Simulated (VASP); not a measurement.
Write the native input for VASP 6.6.1 that does the following.

```
Task                   : single point
Functional             : PBE
Potentials or basis    : VASP PAW PBE potentials, release 64 (P)
Cutoff                 : 520 eV
k mesh                 : 14 × 14 × 10
Occupations            : gaussian, width 0.05 eV
Spin                   : no spin polarisation
Dipole correction      : no
Further INCAR settings : ALGO = Normal; EDIFF = 1e-06; NBANDS = 18
```

The structure of P lies in POSCAR:

```
P
1.0
    1.6545381111     -5.6446291059      0.0000000000
    1.6545381111      5.6446291059      0.0000000000
    0.0000000000      0.0000000000      4.5644846218
P
4
Direct
    0.4059914492      0.5940085508      0.5865671503
    0.5940085508      0.4059914492      0.4134328497
    0.9059914492      0.0940085508      0.9134328497
    0.0940085508      0.9059914492      0.0865671503
```

One way to write it, as run:

INCAR

```
SYSTEM = P
PREC     = Accurate       ! precision mode
ENCUT    = 520            ! plane-wave cutoff, eV
EDIFF    = 1E-6           ! SCF threshold, eV
ISMEAR   = 0              ! smearing method
SIGMA    = 0.05           ! smearing width, eV
LREAL    = .FALSE.        ! projectors in reciprocal space
LASPH    = .TRUE.         ! aspherical terms in the spheres
NELM     = 100            ! most SCF steps
ALGO     = Normal         ! electronic algorithm
ISIF     = 2              ! what is computed and relaxed
LWAVE    = .FALSE.        ! write WAVECAR
LCHARG   = .FALSE.        ! write CHGCAR
GGA      = PE             ! functional
NBANDS   = 18             ! bands
```

KPOINTS

```
Automatic mesh
0
G
  14 14 10
  0 0 0
```

Potentials or basis: VASP PAW PBE potentials, release 64 (P).

Command:

```sh
$ cat potpaw_PBE.64/P/POTCAR > POTCAR
$ mpirun -np 1 vasp_std > vasp.out
```

Results of the run:

* Pressure: -0.3 GPa
* Largest force: 0.049 eV/Å
* Band gap on the k mesh: 0.15 eV

Caveat: semilocal functionals underestimate gaps, and a narrow one can read as zero.

Wall time 4.2 min on 1 thread of Intel(R) Xeon(R) 6975P-C (Granite Rapids), on a shared host, peak memory 0.51 GiB.
